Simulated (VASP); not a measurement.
# SnSe (Pnma) in VASP: further runs, part 2 of 3

VASP 6.6.1. Earlier steps stand in the parts before.

## (3) Single point, PBE+D3(BJ)

This run uses another cell than the first one, of 28.28 Å³/atom.

INCAR reads:

```
ALGO = Normal ; EDIFF = 1E-6
ENCUT = 520 ; GGA = PE
ISIF = 2 ; ISMEAR = -1
IVDW = 12 ; LASPH = True
LCHARG = False ; LREAL = False
LWAVE = False ; NBANDS = 50
NELM = 80 ; PREC = Accurate
SIGMA = 0.05
```

KPOINTS reads:

```
k-points
0
Gamma
  3 6 6
```

POSCAR reads:

```
SnSe
1.0
   11.6439784321      0.0000000000      0.0000000000
    0.0000000000      4.2721777259      0.0000000000
    0.0000000000      0.0000000000      4.5474731880
Sn Se
4 4
Direct
    0.8770000000      0.7500000000      0.9090000000
    0.6230000000      0.2500000000      0.4090000000
    0.3770000000      0.7500000000      0.5910000000
    0.1230000000      0.2500000000      0.0910000000
    0.6430000000      0.7500000000      0.9840000000
    0.8570000000      0.2500000000      0.4840000000
    0.1430000000      0.7500000000      0.5160000000
    0.3570000000      0.2500000000      0.0160000000
```

Potentials or basis: VASP PAW PBE potentials, release 64 (Sn_d, Se).

Launch:

```
$ cat potpaw_PBE.64/Sn_d/POTCAR potpaw_PBE.64/Se/POTCAR > POTCAR
$ mpirun -np 1 vasp_std > vasp.out
```

Run time: 4.6 min. Hardware: 1 thread of Oxide Virtual Turin-like, shared host; peak memory 0.44 GiB.

Results (log left out):

| Quantity | Value |
| --- | --- |
| Free energy | -35.5877 eV |
| Pressure | -2.1 GPa |
| Largest force | 0.174 eV/Å |
| Band gap on the k mesh | 0.58 eV (least direct gap 0.75 eV) |
| Dispersion energy per atom | -0.343 eV |

Forces in eV/Å, atoms in the order of the input:
```
Sn  -0.018  0.000 -0.173
Sn   0.018  0.000 -0.173
Sn  -0.018  0.000  0.173
Sn   0.018  0.000  0.173
Se  -0.035  0.000  0.154
Se   0.035  0.000  0.154
Se  -0.035  0.000 -0.154
Se   0.035  0.000 -0.154
```

Stress tensor (GPa, compression positive):
```
-0.70  0.00  0.00
 0.00 -2.70  0.00
 0.00  0.00 -2.90
```

Levels at points of the mesh, in eV from the valence-band top:
```csv
k point,band 38,band 39,band 40,band 41,band 42,band 43
"(0.00, 0.00, 0.00)",-1.11,-0.67,-0.48,0.89,2.93,3.17
"(0.00, 0.50, 0.00)",-0.92,-0.69,-0.69,1.02,1.02,1.29
"(0.00, 0.00, 0.50)",-0.69,-0.29,-0.29,1.29,1.29,1.55
"(0.00, 0.50, 0.50)",-2.03,-1.36,-1.36,2.83,2.83,3.06
```

Caveat: semilocal functionals underestimate gaps, and a narrow one can read as zero; spin-orbit coupling is left out, which moves the levels of the heavy elements.

## (4) Single point, revPBE+D3(BJ)

This run uses another cell than the first one, of 27.21 Å³/atom.

INCAR reads:

```
  PREC = Accurate
  ENCUT = 520
  EDIFF = 1E-7
  ISMEAR = -1
  SIGMA = 0.05
  LREAL = F
  LASPH = T
  NELM = 100
  ALGO = Normal
  ISIF = 2
  LWAVE = F
  LCHARG = F
  GGA = RE
  IVDW = 12
  NBANDS = 50
```

KPOINTS reads:

```
regular mesh
0
Gamma
  3 6 6
```

POSCAR: that of step 3 with these lines changed.

```diff
@@ -2,5 +2,5 @@
 1.0
-   11.6439784321      0.0000000000      0.0000000000
-    0.0000000000      4.2721777259      0.0000000000
-    0.0000000000      0.0000000000      4.5474731880
+   11.4956313432      0.0000000000      0.0000000000
+    0.0000000000      4.2177491531      0.0000000000
+    0.0000000000      0.0000000000      4.4895372846
 Sn Se
```

Potentials or basis: VASP PAW PBE potentials, release 64 (Sn_d, Se).

Launch:

```
$ cat potpaw_PBE.64/Sn_d/POTCAR potpaw_PBE.64/Se/POTCAR > POTCAR
$ mpirun -np 1 vasp_std > vasp.out
```

OUTCAR:

```text
PREC = Accurate
   ENCUT = 520
   EDIFF = 1E-7
   ISMEAR = -1
   LREAL = F
   LASPH = T
   NELM = 100
   ISIF = 2
   GGA = RE
   IVDW = 12
 IVDW          = 12

 ion  position               nearest neighbor table
   1  0.877  0.750  0.909-   5 2.71   6 2.85   6 2.85   4 3.62   4 3.62
   2  0.623  0.250  0.409-   6 2.71   5 2.85   5 2.85   3 3.62   3 3.62
   3  0.377  0.750  0.591-   7 2.71   8 2.85   8 2.85   2 3.62   2 3.62
   4  0.123  0.250  0.091-   8 2.71   7 2.85   7 2.85   1 3.62   1 3.62
   5  0.643  0.750  0.984-   1 2.71   2 2.85   2 2.85
   6  0.857  0.250  0.484-   2 2.71   1 2.85   1 2.85
   7  0.143  0.750  0.516-   3 2.71   4 2.85   4 2.85
   8  0.357  0.250  0.016-   4 2.71   3 2.85   3 2.85

  LATTYP: Found a simple orthorhombic cell.
 ALAT       =     4.2177491531
 B/A-ratio  =     1.0644391408
 C/A-ratio  =     2.7255369928

  Lattice vectors:

 A1 = (   0.0000000000,   4.2177491531,   0.0000000000)
 A2 = (   0.0000000000,   0.0000000000,   4.4895372846)
 A3 = (  11.4956313432,   0.0000000000,   0.0000000000)

Analysis of symmetry for initial positions (statically):
[... 192 lines left out ...]
 Fermi energy:         5.6171570639

 k-point     1 :       0.0000    0.0000    0.0000
  band No.  band energies     occupation
      1     -16.0668      2.00000
      2     -16.0619      2.00000
      3     -16.0577      2.00000
      4     -16.0568      2.00000
      5     -16.0568      2.00000
      6     -16.0521      2.00000
[... 1261 lines left out ...]
     49      10.6277      0.00000
     50      10.6473      0.00000

 [... further k-points ...]

------------------------ aborting loop because EDIFF is reached ----------------------------------------

 Edisp (eV)   -5.40759

 E8    (eV) :    -3.8425

  FORCE on cell =-STRESS in cart. coord.  units (eV):
  Direction    XX          YY          ZZ          XY          YZ          ZX
  --------------------------------------------------------------------------------------
  -------------------------------------------------------------------------------------
  Total       0.42436    -2.99719    -3.19363     0.00000     0.00000     0.00000
  in kB       3.12341   -22.06023   -23.50610     0.00000     0.00000     0.00000
  external pressure =      -14.15 kB  Pullay stress =        0.00 kB

 VOLUME and BASIS-vectors are now :
 -----------------------------------------------------------------------------
  energy-cutoff  :      520.00
  volume of cell :      217.68
      direct lattice vectors                 reciprocal lattice vectors
    11.495631343  0.000000000  0.000000000     0.086989568  0.000000000  0.000000000
     0.000000000  4.217749153  0.000000000     0.000000000  0.237093285  0.000000000
     0.000000000  0.000000000  4.489537285     0.000000000  0.000000000  0.222740104

 POSITION                                       TOTAL-FORCE (eV/Angst)
 -----------------------------------------------------------------------------------
     10.08167      3.16331      4.08099         0.237641     -0.000000     -0.053893
      7.16178      1.05444      1.83622        -0.237641     -0.000000     -0.053893
      4.33385      3.16331      2.65332         0.237641      0.000000      0.053893
      1.41396      1.05444      0.40855        -0.237641      0.000000      0.053893
      7.39169      3.16331      4.41770        -0.184466      0.000000      0.060806
      9.85176      1.05444      2.17294         0.184466      0.000000      0.060806
      1.64388      3.16331      2.31660        -0.184466      0.000000     -0.060806
      4.10394      1.05444      0.07183         0.184466      0.000000     -0.060806
 -----------------------------------------------------------------------------------
    total drift:                                0.000000     -0.000000      0.000000

  FREE ENERGIE OF THE ION-ELECTRON SYSTEM (eV)
  ---------------------------------------------------
  free  energy   TOTEN  =       -35.7836493952 eV

  energy  without entropy=      -35.7835680347  energy(sigma->0) =      -35.78360871
```

stdout:

```text
POSCAR found type information on POSCAR SnSe
 POSCAR found :  2 types and       8 ions
 scaLAPACK will be used
 -----------------------------------------------------------------------------
|                                                                             |
|                                                                             |
|     You enforced a specific xc type in the INCAR file but a different       |
|     I HOPE YOU KNOW WHAT YOU ARE DOING!                                     |
|                                                                             |
 -----------------------------------------------------------------------------

 LDA part: xc-table for (Slater+PW92), standard interpolation
 POSCAR, INCAR and KPOINTS ok, starting setup
 FFT: planning ... GRIDC
 FFT: planning ... GRID_SOFT
 FFT: planning ... GRID
 WAVECAR not read
 entering main loop
```

It took 4.7 min on 1 thread of Oxide Virtual Turin-like, shared host; peak memory 0.45 GiB.

Results:

| Quantity | Value |
| --- | --- |
| Free energy | -35.7836 eV |
| Pressure | -1.4 GPa |
| Largest force | 0.244 eV/Å |
| Band gap on the k mesh | 0.58 eV (least direct gap 0.74 eV) |
| Dispersion energy per atom | -0.676 eV |

Forces in eV/Å, atoms in the order of the input:
```
Sn   0.238  0.000 -0.054
Sn  -0.238  0.000 -0.054
Sn   0.238  0.000  0.054
Sn  -0.238  0.000  0.054
Se  -0.184  0.000  0.061
Se   0.184  0.000  0.061
Se  -0.184  0.000 -0.061
Se   0.184  0.000 -0.061
```

Caveat: semilocal functionals underestimate gaps, and a narrow one can read as zero; the PAW data sets were made with another functional, which shifts forces and pressure a little; spin-orbit coupling is left out, which moves the levels of the heavy elements. A k mesh can miss the band edges.

## (5) Single point, revPBE+D3(BJ)

INCAR reads:

```
SYSTEM = SnSe
PREC = Accurate
ENCUT = 520
EDIFF = 1E-6
ISMEAR = -1
SIGMA = 0.05
LREAL = .FALSE.
LASPH = .TRUE.
NELM = 80
ALGO = Normal
ISIF = 2
LWAVE = .FALSE.
LCHARG = .TRUE.
GGA = RE
IVDW = 12
LELF = .TRUE.
LVHAR = .TRUE.
NBANDS = 50
```

KPOINTS reads:

```
regular mesh
0
G
  3 6 6
  0 0 0
```

POSCAR: that of step 4 with these lines changed.

```diff
@@ -2,5 +2,5 @@
 1.0
-   11.4956313432      0.0000000000      0.0000000000
-    0.0000000000      4.2177491531      0.0000000000
-    0.0000000000      0.0000000000      4.4895372846
+   11.5702803916      0.0000000000      0.0000000000
+    0.0000000000      4.2451379020      0.0000000000
+    0.0000000000      0.0000000000      4.5186909410
 Sn Se
```

Launch:

```
$ cat potpaw_PBE.64/Sn_d/POTCAR potpaw_PBE.64/Se/POTCAR > POTCAR
$ mpirun -np 1 vasp_std > vasp.out
```

Wall time 3.9 min (1 thread of Oxide Virtual Turin-like, shared host); peak memory 0.45 GiB.

Results (log left out):

```
Free energy                : -35.7371 eV
Pressure                   : -2.1 GPa
Largest force              : 0.160 eV/Å
Band gap on the k mesh     : 0.60 eV (least direct gap 0.76 eV)
Dispersion energy per atom : -0.663 eV
```

Forces on the atoms (eV/Å):
```
Sn   0.116  0.000 -0.110
Sn  -0.116  0.000 -0.110
Sn   0.116  0.000  0.110
Sn  -0.116  0.000  0.110
Se  -0.107  0.000  0.107
Se   0.107  0.000  0.107
Se  -0.107  0.000 -0.107
Se   0.107  0.000 -0.107
```

Stress tensor (GPa, compression positive):
```
-0.52  0.00  0.00
 0.00 -2.79  0.00
 0.00  0.00 -2.94
```

Levels at points of the mesh, in eV from the valence-band top:
```
           k point  band 36  band 37  band 38  band 39  band 40  band 41  band 42  band 43  band 44  band 45
(0.00, 0.00, 0.00)    -1.69    -1.43    -1.14    -0.71    -0.51     0.89     2.96     3.16     3.21     3.35
(0.00, 0.50, 0.00)    -1.58    -0.95    -0.95    -0.71    -0.71     1.01     1.01     1.35     1.35     1.75
(0.00, 0.00, 0.50)    -1.38    -0.70    -0.70    -0.29    -0.29     1.31     1.31     1.61     1.61     1.66
(0.00, 0.50, 0.50)    -2.97    -2.10    -2.10    -1.41    -1.41     2.86     2.86     3.09     3.09     4.87
```

Caveat: semilocal functionals underestimate gaps, and a narrow one can read as zero; the PAW data sets were made with another functional, which shifts forces and pressure a little; spin-orbit coupling is left out, which moves the levels of the heavy elements. A k mesh can miss the band edges.

(Part 2 of 3 ends here.)
